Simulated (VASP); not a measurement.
# C (Fmmm) in VASP: a series of runs

Runs on C. Level: PBE+D3(BJ). Tasks: single point.

Program: VASP 6.6.1. These are calculated values, not measurements. Logs are shortened: lines on timing, memory, paths and dates and some standing lists are left out, and cuts for length are marked.

### 1 The cell of the first run

The structure is orthorhombic, space group Fmmm (No. 69). The conventional cell has a = 2.475 Å, b = 4.912 Å, c = 6.823 Å, α = 90.00°, β = 90.00°, γ = 90.00°. C (site symmetry m2m) has 3 C at 1.48 to 1.64 Å within 2.0 Å.

### 2 Single point, PBE+D3(BJ) (10.37 Å³/atom)

The input, INCAR:

```
PREC = Accurate
ENCUT = 520
EDIFF = 1E-6
ISMEAR = 0
SIGMA = 0.03
LREAL = False
LASPH = True
NELM = 80
ALGO = Normal
ISIF = 2
LWAVE = False
LCHARG = False
GGA = PE
IVDW = 12
NBANDS = 11
```

The input, KPOINTS:

```
Automatic mesh
0
Gamma
  18 18 18
```

The input, POSCAR:

```
C
1.0
    0.0000000000      2.4559060625      3.4114937097
    1.2377200619      0.0000000000      3.4114937097
    1.2377200619      2.4559060625      0.0000000000
C
2
Direct
    0.1666966007      0.8333033993      0.1666966007
    0.8333033993      0.1666966007      0.8333033993
```

Potentials or basis: VASP PAW PBE potentials, release 64 (C).

Launch:

```sh
> cat potpaw_PBE.64/C/POTCAR > POTCAR
> mpirun -np 1 vasp_std > vasp.out
```

OUTCAR:

```text
PREC = Accurate
   ENCUT = 520
   EDIFF = 1E-6
   ISMEAR = 0
   LREAL = False
   LASPH = True
   NELM = 80
   ISIF = 2
   GGA = PE
   IVDW = 12
 IVDW          = 12

 ion  position               nearest neighbor table
   1  0.167  0.833  0.167-   2 1.48   2 1.48   2 1.64
   2  0.833  0.167  0.833-   1 1.48   1 1.48   1 1.64

  LATTYP: Found a face centered orthorhombic cell.
 ALAT       =     2.4754401238
 B/A-ratio  =     1.9842177065
 C/A-ratio  =     2.7562724518

  Lattice vectors:

 A1 = (   0.0000000000,   2.4559060625,   3.4114937097)
 A2 = (   1.2377200619,   0.0000000000,   3.4114937097)
 A3 = (   1.2377200619,   2.4559060625,   0.0000000000)

Analysis of symmetry for initial positions (statically):
=====================================================================
 Subroutine PRICEL returns:
 Original cell was already a primitive cell.

 Routine SETGRP: Setting up the symmetry group for a
 face centered orthorhombic supercell.

 Subroutine GETGRP returns: Found  8 space group operations
 (whereof  8 operations were pure point group operations)
 out of a pool of  8 trial point group operations.

The static configuration has the point symmetry D_2h.

Analysis of symmetry for dynamics (positions and initial velocities):
=====================================================================
 Subroutine PRICEL returns:
 Original cell was already a primitive cell.

 Routine SETGRP: Setting up the symmetry group for a
 face centered orthorhombic supercell.

 Subroutine GETGRP returns: Found  8 space group operations
 (whereof  8 operations were pure point group operations)
 out of a pool of  8 trial point group operations.

The dynamic configuration has the point symmetry D_2h.

 Subroutine INISYM returns: Found  8 space group operations
 (whereof  8 operations are pure point group operations),
 and found     1 'primitive' translations

----------------------------------------------------------------------------------------

                                     Primitive cell

  volume of cell :      20.7400

  direct lattice vectors                    reciprocal lattice vectors
     0.000000000  2.455906062  3.411493710    -0.403968567  0.203590849  0.146563366
     1.237720062  0.000000000  3.411493710     0.403968567 -0.203590849  0.146563366
     1.237720062  2.455906062  0.000000000     0.403968567  0.203590849 -0.146563366

  length of vectors
     4.203541830  3.629082568  2.750168275     0.475521458  0.475521458  0.475521458

[... 87 lines left out ...]
   ISYM   =      2    0-nonsym 1-usesym 2-fastsym
   POTIM  = 0.5000    time-step for ionic-motion
   TEBEG  =    0.0;   TEEND  =   0.0 temperature during run
   PSTRESS=    0.0 pullay stress
   NELECT =       8.0000    total number of electrons
   NUPDOWN=      -1.0000    fix difference up-down
   EMIN   =  10.00;   EMAX   =-10.00  energy-range for DOS
   EFERMI =   0.00;   METHOD = LEGACY
   ISMEAR =     0;   SIGMA  =   0.03  broadening in eV -4-tet -1-fermi 0-gaus
   EFERMI_NEDOS =   21; number of points for ismear=-14 and -15
   IALGO  =     38    algorithm
   IMIX   =      4    mixing-type and parameters
     AMIX     =   0.40;   BMIX     =  1.00
     AMIX_MAG =   1.60;   BMIX_MAG =  1.00
  volume/ion in A,a.u.               =      10.37        69.98
  Fermi-wavevector in a.u.,A,eV,Ry     =   1.191704  2.251995 19.322444  1.420160
  Thomas-Fermi vector in A             =   2.327760
   LORBIT       =      0    0 simple, 1 ext, 2 COOP (PROOUT), +10 PAW based schemes
   GGA     = PE    functional components
   LHFCALC =     F    Hartree Fock is set to
   AEXX    =    0.0000 exact exchange contribution
   IVDW    =    12    specifies the selected vdW correction
   LEPSILON=     F    determine dielectric tensor
   LRPA    =     F    only Hartree local field effects (RPA)
 non-spin polarized calculation
 Gauss-broadening in eV      SIGMA  =   0.03
  energy-cutoff  :      520.00
  volume of cell :       20.74
 maximum number of plane-waves:       586
   NGX = 15   NGY = 13   NGZ = 11

 number of electron       8.0000000 magnetization

 Free energy of the ion-electron system (eV)
  ---------------------------------------------------
  ext. energy  EPLUGINS =         0.00000000
  ---------------------------------------------------
  free energy    TOTEN  =       -17.43915871 eV

  energy without entropy =      -17.43915871  energy(sigma->0) =      -17.43915871

 E-fermi :   3.5188     XC(G=0):  -9.7698

 val. band max:        3.3522038869   @ k =   0.5000  -0.1667   0.3333
 cond. band min:       3.6826917438   @ k =  -0.2222   0.1111   0.2778
 fundamental gap:      0.3304878569
 Fermi energy:         3.5187526902

 k-point     1 :       0.0000    0.0000    0.0000
  band No.  band energies     occupation
      1     -14.7105      2.00000
      2      -1.9120      2.00000
      3      -0.1009      2.00000
      4       0.7565      2.00000
      5       7.4330      0.00000
      6       8.2904      0.00000
      7      11.7196      0.00000
      8      12.2776      0.00000
      9      13.4545      0.00000
     10      23.6427      0.00000
     11      26.7506      0.00000
[... 309 lines left out ...]
 k-point    24 :      -0.2222    0.0556    0.0000
  band No.  band energies     occupation
      1     -12.9756      2.00000
      2      -3.9483      2.00000
      3      -1.9582      2.00000
      4      -0.2443      2.00000
      5       8.0677      0.00000
      6       8.5231      0.00000
      7      10.6480      0.00000
      8      13.6111      0.00000
      9      18.3182      0.00000
     10      20.2273      0.00000
     11      23.6466      0.00000

 [... further k-points ...]

------------------------ aborting loop because EDIFF is reached ----------------------------------------

 Edisp (eV)   -0.27884

 E8    (eV) :    -0.0790

  FORCE on cell =-STRESS in cart. coord.  units (eV):
  Direction    XX          YY          ZZ          XY          YZ          ZX
  --------------------------------------------------------------------------------------
  -------------------------------------------------------------------------------------
  Total      -2.34205   -13.25754     0.09927     0.00000     0.00000     0.00000
  in kB    -180.92502 -1024.15268     7.66889     0.00000     0.00000     0.00000
  external pressure =     -399.14 kB  Pullay stress =        0.00 kB

 VOLUME and BASIS-vectors are now :
 -----------------------------------------------------------------------------
  energy-cutoff  :      520.00
  volume of cell :       20.74
      direct lattice vectors                 reciprocal lattice vectors
     0.000000000  2.455906062  3.411493710    -0.403968567  0.203590849  0.146563366
     1.237720062  0.000000000  3.411493710     0.403968567 -0.203590849  0.146563366
     1.237720062  2.455906062  0.000000000     0.403968567  0.203590849 -0.146563366

 POSITION                                       TOTAL-FORCE (eV/Angst)
 -----------------------------------------------------------------------------------
      1.23772      0.81878      3.41149         0.000000      0.896979      0.000000
      1.23772      4.09303      3.41149         0.000000     -0.896979      0.000000
 -----------------------------------------------------------------------------------
    total drift:                                0.000000     -0.000000      0.000000

  FREE ENERGIE OF THE ION-ELECTRON SYSTEM (eV)
  ---------------------------------------------------
  free  energy   TOTEN  =       -17.7179976281 eV

  energy  without entropy=      -17.7179976281  energy(sigma->0) =      -17.71799763
```

OSZICAR:

```text
N       E                     dE             d eps       ncg     rms          rms(c)
DAV:   1     0.216624718969E+01    0.21662E+01   -0.40305E+03 19289   0.640E+02
DAV:   2    -0.175263692243E+02   -0.19693E+02   -0.18696E+02 25478   0.114E+02
DAV:   3    -0.180598530767E+02   -0.53348E+00   -0.53144E+00 23533   0.154E+01
DAV:   4    -0.180620877125E+02   -0.22346E-02   -0.22344E-02 21116   0.123E+00
DAV:   5    -0.180620973287E+02   -0.96162E-05   -0.96161E-05 23120   0.766E-02    0.488E+00
DAV:   6    -0.175866242806E+02    0.47547E+00   -0.40869E-01 21464   0.376E+00    0.281E+00
DAV:   7    -0.174371285213E+02    0.14950E+00   -0.47584E-01 22326   0.406E+00    0.696E-01
DAV:   8    -0.174392187192E+02   -0.20902E-02   -0.14008E-02 20494   0.785E-01    0.829E-02
DAV:   9    -0.174391001711E+02    0.11855E-03   -0.50199E-04 22178   0.152E-01    0.412E-02
DAV:  10    -0.174391549707E+02   -0.54800E-04   -0.71095E-05 20776   0.587E-02    0.109E-02
DAV:  11    -0.174391584263E+02   -0.34555E-05   -0.54519E-06 22098   0.171E-02    0.304E-03
DAV:  12    -0.174391587111E+02   -0.28483E-06   -0.74759E-07 20620   0.628E-03
   1 F= -.17717998E+02 E0= -.17717998E+02  d E =-.340167E-17
```

Run time: 1.9 min. Hardware: 1 thread of Intel Xeon Platinum 8488C (Sapphire Rapids), shared host; peak memory 0.28 GiB.

Results:

| Property | Result |
| --- | --- |
| Free energy | -17.7180 eV |
| Pressure | -39.9 GPa |
| Largest force | 0.897 eV/Å |
| Dispersion energy per atom | -0.139 eV |

Forces on the atoms (eV/Å):
```
C    0.000  0.897  0.000
C    0.000 -0.897  0.000
```

Stress tensor (GPa, compression positive):
```
 -18.09    0.00    0.00
   0.00 -102.42    0.00
   0.00    0.00    0.77
```

Caveat: the stress differs along the axes, from -102 to 1 GPa.

### 3 Single point, PBE+D3(BJ) (10.37 Å³/atom)

The input, INCAR:

```
ALGO = Normal
EDIFF = 1E-6
ENCUT = 520
GGA = PE
ISIF = 2
ISMEAR = 0
IVDW = 12
LASPH = True
LCHARG = True
LELF = True
LREAL = False
LVHAR = True
LWAVE = False
NBANDS = 11
NELM = 80
PREC = Accurate
SIGMA = 0.03
```

The input, KPOINTS:

```
k-points
0
Gamma
  18 18 18
```

The input, POSCAR:

```
C
1.0
    0.0000000000      2.1753306350      3.6248314097
    1.3151208645      0.0000000000      3.6248314097
    1.3151208645      2.1753306350      0.0000000000
C
2
Direct
    0.1666966007      0.8333033993      0.1666966007
    0.8333033993      0.1666966007      0.8333033993
```

Potentials or basis: VASP PAW PBE potentials, release 64 (C).

Launch:

```sh
> cat potpaw_PBE.64/C/POTCAR > POTCAR
> mpirun -np 1 vasp_std > vasp.out
```

It took 2.3 min on 1 thread of Intel Xeon Platinum 8488C (Sapphire Rapids), shared host; peak memory 0.28 GiB.

The run converged. Its results:

```
Free energy                : -18.4566 eV
Pressure                   : -27.0 GPa
Largest force              : 0.112 eV/Å
Dispersion energy per atom : -0.136 eV
```

Forces in eV/Å, atoms in the order of the input:
```
C    0.000  0.112  0.000
C    0.000 -0.112  0.000
```

Stress tensor (GPa, compression positive):
```
-55.19   0.00   0.00
  0.00 -24.79   0.00
  0.00   0.00  -1.12
```

Caveat: the stress differs along the axes, from -55 to -1 GPa.
